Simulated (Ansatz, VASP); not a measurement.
One calculation of Te, two programs

```
CELL_PARAMETERS angstrom
0.00000 3.52922 3.52922
3.52922 0.00000 3.52922
3.52922 3.52922 0.00000
ATOMIC_POSITIONS crystal
Te 0.00000 0.00000 0.00000
Te 0.25000 0.25000 0.25000
```

Alike in both runs: task relaxation of cell and atoms; functional PBEsol; k mesh 14 × 14 × 14; occupations gaussian, width 0.1 eV; no spin polarisation.

```csv
,VASP,Ansatz
version,VASP 6.6.1,Ansatz 0.2.0
potentials or method,"VASP PAW PBE potentials, release 64 (Te), cutoff 600 eV","scalar-relativistic, plane waves, PAW"
valence electrons in the cell,12,32
```

|  | VASP | Ansatz | Ansatz less VASP |
| --- | --- | --- | --- |
| gap on the k mesh at the Fermi level, each at its own relaxed structure (eV) | none | none | - |
| relaxed volume (Å³/atom) | 44.05 | 43.96 | -0.088 |
| relaxed length of the cell vector where the two differ most in proportion (Å) | 4.994 | 4.991 | -0.0033 |

VASP's potentials were made for PBE, not for PBEsol. A gap of «none» marks a metal or a gap that the smearing closes. VASP's potentials hold 12 valence electrons a cell and Ansatz's 32, so a difference there can come from the potentials and not from the codes.

Spin-orbit coupling is off throughout.
